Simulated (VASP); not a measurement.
# P (Immm) in VASP: notebook, part 2 of 2

VASP 6.6.1. The steps go on from the part before.

**3. Relaxation of cell and atoms, PBE**

INCAR reads:

```
  ALGO = Normal
  EDIFF = 1E-6
  EDIFFG = -0.04
  ENCUT = 600
  GGA = PE
  IBRION = 2
  ISIF = 3
  ISMEAR = 0
  LASPH = True
  LCHARG = False
  LREAL = False
  LWAVE = False
  NELM = 60
  NSW = 90
  PREC = Accurate
  SIGMA = 0.1
```

KPOINTS reads:

```
k-points
0
Gamma
  6 6 6
```

POSCAR reads:

```
P
1.0
   -1.7180874500      2.9107036600      4.8712690300
    1.7180874500     -2.9107036600      4.8712690300
    1.7180874500      2.9107036600     -4.8712690300
P
6
Direct
    0.3290336300      0.0000000000      0.3290336300
    0.6709663700      0.0000000000      0.6709663700
    0.8915721100      0.2101918600      0.6813802500
    0.4711883900      0.7898081400      0.6813802500
    0.5288116100      0.2101918600      0.3186197500
    0.1084278900      0.7898081400      0.3186197500
```

Potentials or basis: VASP PAW PBE potentials, release 64 (P).

On the command line:

```bash
> cat potpaw_PBE.64/P/POTCAR > POTCAR
> mpirun -np 1 vasp_std > vasp.out
```

OUTCAR:

```text
EDIFF = 1E-6
   EDIFFG = -0.04
   ENCUT = 600
   GGA = PE
   IBRION = 2
   ISIF = 3
   ISMEAR = 0
   LASPH = True
   LREAL = False
   NELM = 60
   NSW = 90
   PREC = Accurate

 ion  position               nearest neighbor table
   1  0.329  0.000  0.329-   2 1.99   5 2.05   6 2.05   4 2.90   3 2.90
   2  0.671  0.000  0.671-   1 1.99   4 2.05   3 2.05   5 2.90   6 2.90
   3  0.892  0.210  0.681-   6 2.05   6 2.05   2 2.05   5 2.11   1 2.90
   4  0.471  0.790  0.681-   5 2.05   5 2.05   2 2.05   6 2.11   1 2.90
   5  0.529  0.210  0.319-   4 2.05   4 2.05   1 2.05   3 2.11   2 2.90
   6  0.108  0.790  0.319-   3 2.05   3 2.05   1 2.05   4 2.11   2 2.90

  LATTYP: Found a body centered orthorhombic cell.
 ALAT       =     3.4361749000
 B/A-ratio  =     1.6941533797
 C/A-ratio  =     2.8352858465

  Lattice vectors:

 A1 = (  -1.7180874500,   2.9107036600,   4.8712690300)
 A2 = (   1.7180874500,  -2.9107036600,   4.8712690300)
 A3 = (   1.7180874500,   2.9107036600,  -4.8712690300)

Analysis of symmetry for initial positions (statically):
=====================================================================
 Subroutine PRICEL returns:
 Original cell was already a primitive cell.

 Routine SETGRP: Setting up the symmetry group for a
 body centered orthorhombic supercell.

 Subroutine GETGRP returns: Found  8 space group operations
 (whereof  8 operations were pure point group operations)
 out of a pool of  8 trial point group operations.

The static configuration has the point symmetry D_2h.

Analysis of symmetry for dynamics (positions and initial velocities):
=====================================================================
 Subroutine PRICEL returns:
 Original cell was already a primitive cell.

 Routine SETGRP: Setting up the symmetry group for a
 body centered orthorhombic supercell.

 Subroutine GETGRP returns: Found  8 space group operations
 (whereof  8 operations were pure point group operations)
 out of a pool of  8 trial point group operations.

The dynamic configuration has the point symmetry D_2h.

 Subroutine INISYM returns: Found  8 space group operations
 (whereof  8 operations are pure point group operations),
 and found     1 'primitive' translations

----------------------------------------------------------------------------------------

                                     Primitive cell

  volume of cell :      97.4418

  direct lattice vectors                    reciprocal lattice vectors
    -1.718087450  2.910703660  4.871269030     0.000000000  0.171779768  0.102642658
     1.718087450 -2.910703660  4.871269030     0.291021275  0.000000000  0.102642658
     1.718087450  2.910703660 -4.871269030     0.291021275  0.171779768  0.000000000

  length of vectors
     5.929020344  5.929020344  5.929020344     0.200109480  0.308591798  0.337937378

  position of ions in fractional coordinates (direct lattice)
     0.329033630  0.000000000  0.329033630
     0.670966370  0.000000000  0.670966370
     0.891572110  0.210191860  0.681380250
     0.471188390  0.789808140  0.681380250
     0.528811610  0.210191860  0.318619750
     0.108427890  0.789808140  0.318619750

  ion indices of the primitive-cell ions
   primitive index   ion index
                 1           1
                 2           2
                 3           3
                 4           4
                 5           5
                 6           6

----------------------------------------------------------------------------------------

 KPOINTS: k-points

Automatic generation of k-mesh.
 Grid dimensions read from file:
 generate k-points for:    6    6    6

 Generating k-lattice:

  Cartesian coordinates                     Fractional coordinates (reciprocal lattice)
     0.000000000  0.028629961  0.017107110     0.166666667  0.000000000  0.000000000
     0.048503546  0.000000000  0.017107110     0.000000000  0.166666667  0.000000000
     0.048503546  0.028629961  0.000000000     0.000000000  0.000000000  0.166666667

  Length of vectors
     0.033351580  0.051431966  0.056322896

  Shift w.r.t. Gamma in fractional coordinates (k-lattice)
     0.000000000  0.000000000  0.000000000

 Subroutine IBZKPT returns following result:
 ===========================================

 Found     46 irreducible k-points:

 Following reciprocal coordinates:
            Coordinates               Weight
  0.000000  0.000000  0.000000      1.000000
  0.166667  0.000000 -0.000000      4.000000
  0.333333  0.000000  0.000000      4.000000
  0.500000  0.000000  0.000000      2.000000
  0.000000  0.166667 -0.000000      4.000000
  0.166667  0.166667 -0.000000      8.000000
[... 16 lines left out ...]
 -0.166667  0.166667  0.166667      2.000000
  0.166667  0.333333  0.166667      4.000000
 [... further k-points ...]
   k-points           NKPTS =     46   k-points in BZ     NKDIM =     46   number of bands    NBANDS=     19
   number of dos      NEDOS =    301   number of ions     NIONS =      6
   total plane-waves  NPLWV = 110592
   dimension x,y,z NGX =    48 NGY =   48 NGZ =   48
   dimension x,y,z NGXF=    96 NGYF=   96 NGZF=   96
   ions per type =               6
   NGX,Y,Z   is equivalent  to a cutoff of  13.46, 13.46, 13.46 a.u.
   NGXF,Y,Z  is equivalent  to a cutoff of  26.92, 26.92, 26.92 a.u.
 SYSTEM =  unknown system
   PREC   = accura    normal or accurate (medium, high low for compatibility)
   ISTART =      0    job   : 0-new  1-cont  2-samecut
   ICHARG =      2    charge: 1-file 2-atom 10-const
   ISPIN  =      1    spin polarized calculation?
   LNONCOLLINEAR =      F non collinear calculations
   LSORBIT =      F    spin-orbit coupling
   LASPH  =      T    aspherical Exc in radial PAW
   ENCUT  =  600.0 eV  44.10 Ry    6.64 a.u.  11.84 11.84 11.84*2*pi/ulx,y,z
   NELM   =     60;   NELMIN=  2; NELMDL= -5     # of ELM steps
   EDIFF  = 0.1E-05   stopping-criterion for ELM
   LREAL  =      F    real-space projection
   EDIFFG = -.4E-01   stopping-criterion for IOM
   NSW    =     90    number of steps for IOM
   IBRION =      2    ionic relax: 0-MD 1-quasi-New 2-CG
   NFREE  =      1    steps in history (QN), initial steepest desc. (CG)
   ISIF   =      3    stress and relaxation
   ISYM   =      2    0-nonsym 1-usesym 2-fastsym
   POTIM  = 0.5000    time-step for ionic-motion
   TEBEG  =    0.0;   TEEND  =   0.0 temperature during run
   PSTRESS=    0.0 pullay stress
   NELECT =      30.0000    total number of electrons
   NUPDOWN=      -1.0000    fix difference up-down
   EMIN   =  10.00;   EMAX   =-10.00  energy-range for DOS
   EFERMI =   0.00;   METHOD = LEGACY
   ISMEAR =     0;   SIGMA  =   0.10  broadening in eV -4-tet -1-fermi 0-gaus
   EFERMI_NEDOS =   21; number of points for ismear=-14 and -15
   IALGO  =     38    algorithm
   IMIX   =      4    mixing-type and parameters
     AMIX     =   0.40;   BMIX     =  1.00
     AMIX_MAG =   1.60;   BMIX_MAG =  1.00
  volume/ion in A,a.u.               =      16.24       109.59
  Fermi-wavevector in a.u.,A,eV,Ry     =   1.105436  2.088970 16.626155  1.221988
  Thomas-Fermi vector in A             =   2.241923
   LORBIT       =      0    0 simple, 1 ext, 2 COOP (PROOUT), +10 PAW based schemes
   GGA     = PE    functional components
   LHFCALC =     F    Hartree Fock is set to
   AEXX    =    0.0000 exact exchange contribution
   IVDW    =     0    specifies the selected vdW correction
   LEPSILON=     F    determine dielectric tensor
   LRPA    =     F    only Hartree local field effects (RPA)
 conjugate gradient relaxation of ions
 non-spin polarized calculation
 Gauss-broadening in eV      SIGMA  =   0.10
  energy-cutoff  :      600.00
  volume of cell :       97.44
 maximum number of plane-waves:      3275
   NGX = 23   NGY = 23   NGZ = 23

--------------------------------------- Ionic step        1  -------------------------------------------

 number of electron      30.0000000 magnetization

 Free energy of the ion-electron system (eV)
  ---------------------------------------------------
  ext. energy  EPLUGINS =         0.00000000
  ---------------------------------------------------
  free energy    TOTEN  =       -25.36808837 eV

  energy without entropy =      -25.34665173  energy(sigma->0) =      -25.35737005

 E-fermi :   8.4393     XC(G=0): -10.3092

 val. band max:        8.4340156996   @ k =   0.0000   0.1667  -0.0000
 cond. band min:       8.4500314693   @ k =  -0.1667  -0.1667   0.1667
 fundamental gap:      0.0160157698
 Fermi energy:         8.4392832530
[... 1179 lines left out ...]
     18       6.0532      0.00000
     19       6.3423      0.00000

 [... further k-points ...]

[... ionic steps 4 to 21 ...]

--------------------------------------- Ionic step       22  -------------------------------------------

 number of electron      30.0000000 magnetization

------------------------ aborting loop because EDIFF is reached ----------------------------------------
[... 75 lines left out ...]
--------------------------------------- Ionic step       24  -------------------------------------------

 number of electron      30.0000000 magnetization

 Free energy of the ion-electron system (eV)
  ---------------------------------------------------
  ext. energy  EPLUGINS =         0.00000000
  ---------------------------------------------------
  free energy    TOTEN  =       -30.45869548 eV

  energy without entropy =      -30.45012072  energy(sigma->0) =      -30.45440810

 E-fermi :   6.6085     XC(G=0):  -9.9775

 val. band max:        6.5673730864   @ k =   0.3333   0.3333   0.1667
 cond. band min:       6.6433131859   @ k =   0.1667   0.1667   0.1667
 fundamental gap:      0.0759400995
 Fermi energy:         6.6085446959
[... 561 lines left out ...]
  FREE ENERGIE OF THE ION-ELECTRON SYSTEM (eV)
  ---------------------------------------------------
  free  energy   TOTEN  =       -30.4586954839 eV

  energy  without entropy=      -30.4501207241  energy(sigma->0) =      -30.45440810

 reached required accuracy - stopping structural energy minimisation
```

Wall time 20 min (1 thread of Intel Xeon 6975P-C (Granite Rapids), shared host); peak memory 0.37 GiB.

What came out:

* Free energy: -30.4587 eV
* Relaxed volume: 18.63 Å³/atom
* Relaxed cell: a = 7.318 Å, b = 7.318 Å, c = 7.318 Å, α = 154.82°, β = 137.72°, γ = 49.85°
* Space group after relaxing (to 0.1 Å): Immm (No. 71)
* Energy gained by relaxing: 848.4 meV/atom
* Ionic steps: 24
* Pressure after relaxing: -0.1 GPa
* Largest force after relaxing: 0.033 eV/Å
* Band gap on the k mesh: zero (bands 15 and 16 overlap by 2.04 eV)

Forces in eV/Å, atoms in the order of the input:
```
P    0.000  0.029  0.000
P    0.000 -0.029  0.000
P    0.000 -0.003  0.033
P    0.000 -0.003 -0.033
P    0.000  0.003  0.033
P    0.000  0.003 -0.033
```

The path:
```tsv
step	energy change (eV)	largest force (eV/Å)	pressure (GPa)	volume (Å³)
1	0.0000	3.8392	35.47	97.44
2	-2.5486	2.1207	-6.78	156.55
3	-3.5189	1.5573	1.48	128.75
4	-3.8762	1.0640	0.00	133.88
5	-4.0719	0.4646	-1.05	139.76
6	-4.0854	0.4340	-1.17	142.17
7	-4.0863	0.4193	-1.15	141.65
8	-4.1837	0.3560	-0.68	138.64
9	-4.4138	0.5610	1.11	129.63
10	-4.4616	0.6216	0.68	129.01
11	-4.5220	0.7468	-0.04	127.62
12	-4.4566	0.6945	-1.57	124.45
13	-4.5294	0.8463	-0.56	126.58
14	-4.6133	0.7809	-0.78	125.47
15	-4.7548	0.6510	-0.76	121.95
16	-4.8770	0.3366	-0.15	120.13
17	-4.9411	0.6008	1.08	117.43
18	-5.0126	0.3923	-0.18	117.78
19	-5.0486	0.1012	-1.62	118.14
20	-5.0718	0.1753	-0.49	115.18
21	-5.0732	0.2411	-0.11	114.25
22	-5.0883	0.0178	0.07	112.09
23	-5.0883	0.0177	0.07	111.95
24	-5.0906	0.0330	-0.05	111.78
```

Final structure:
```
P
1.0
    -1.59550    2.63914    6.63688
     1.59550   -2.63914    6.63688
     1.59550    2.63914   -6.63688
P
6
Direct
  0.29267 0.00000 0.29267
  0.70733 0.00000 0.70733
  0.90303 0.19039 0.71264
  0.52226 0.80961 0.71264
  0.47774 0.19039 0.28736
  0.09697 0.80961 0.28736
```

Levels at points of the mesh, in eV from the Fermi level:
| k point | band 12 | band 13 | band 14 | band 15 | band 16 | band 17 | band 18 | band 19 |
| --- | --- | --- | --- | --- | --- | --- | --- | --- |
| (0.00, 0.00, 0.00) | -2.34 | -1.40 | -0.90 | 0.04 | 1.36 | 2.81 | 3.26 | 3.30 |
| (0.50, 0.00, 0.00) | -2.30 | -1.46 | 0.14 | 0.73 | 1.03 | 1.92 | 2.30 | 2.34 |
| (0.00, 0.50, 0.00) | -4.05 | -2.76 | -1.74 | -1.24 | -1.19 | -0.08 | 2.09 | 2.14 |
| (0.50, 0.50, 0.00) | -2.81 | -2.53 | -2.16 | -0.61 | -0.15 | -0.07 | 0.65 | 0.84 |
| (0.50, 0.50, 0.50) | -0.87 | 0.20 | 0.67 | 0.76 | 1.32 | 1.80 | 3.04 | 3.41 |

Caveat: a cell axis changed by over 15 % at a fixed basis, so the end point is rough.
